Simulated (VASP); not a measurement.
Set up this calculation in VASP 6.6.1, as the native input.

```yaml
Task: single point
Functional: LDA
Potentials_or_basis: VASP PAW LDA potentials, release 64 (Pb_d, S)
Cutoff: 520 eV
k_mesh: 8 × 8 × 8
Occupations: fermi-dirac, width 0.05 eV
Spin: non-collinear spin, zero start, spin-orbit coupling
Starting_moments: "[[0.0, 0.0, 0.0], [0.0, 0.0, 0.0]] μB"
Dipole_correction: no
Further_INCAR_settings: ALGO = Normal; EDIFF = 1e-06; NBANDS = 32
```

The structure of PbS lies in POSCAR:

```
PbS
1.0
    0.0000000000      2.9853913009      2.9853913009
    2.9853913009      0.0000000000      2.9853913009
    2.9853913009      2.9853913009      0.0000000000
Pb S
1 1
Direct
    0.0000000000      0.0000000000      0.0000000000
    0.5000000000      0.5000000000      0.5000000000
```

One way to write it, as run:

INCAR

```
SYSTEM = PbS
PREC = Accurate ; ENCUT = 520
EDIFF = 1E-6 ; ISMEAR = -1
SIGMA = 0.05 ; LREAL = .False.
LASPH = .True. ; NELM = 150
ALGO = Normal ; ISIF = 2
LWAVE = .False. ; LCHARG = .False.
LNONCOLLINEAR = .True. ; MAGMOM = 0 0 0 0 0 0
LORBIT = 11 ; LSORBIT = .True.
GGA_COMPAT = .False. ; LORBMOM = .True.
NBANDS = 32
```

KPOINTS

```
regular mesh
0
Gamma
  8 8 8
  0 0 0
```

Potentials or basis: VASP PAW LDA potentials, release 64 (Pb_d, S).

Run with:

```console
$ cat potpaw_LDA.64/Pb_d/POTCAR potpaw_LDA.64/S/POTCAR > POTCAR
$ mpirun -np 1 vasp_ncl > vasp.out
```

It gave:

```yaml
Pressure: -3.9 GPa
Net_moment: 0.00 μB per cell
Valence_electrons_inside_the_program's_atomic_spheres: Pb 11.85; S 3.65
```

Caveat: the cell stands under tension.

It took 75 s on 1 thread of Intel(R) Xeon(R) Platinum 8259CL CPU @ 2.50GHz (Skylake/Cascade Lake), with other jobs on the host, peak memory 0.28 GiB.
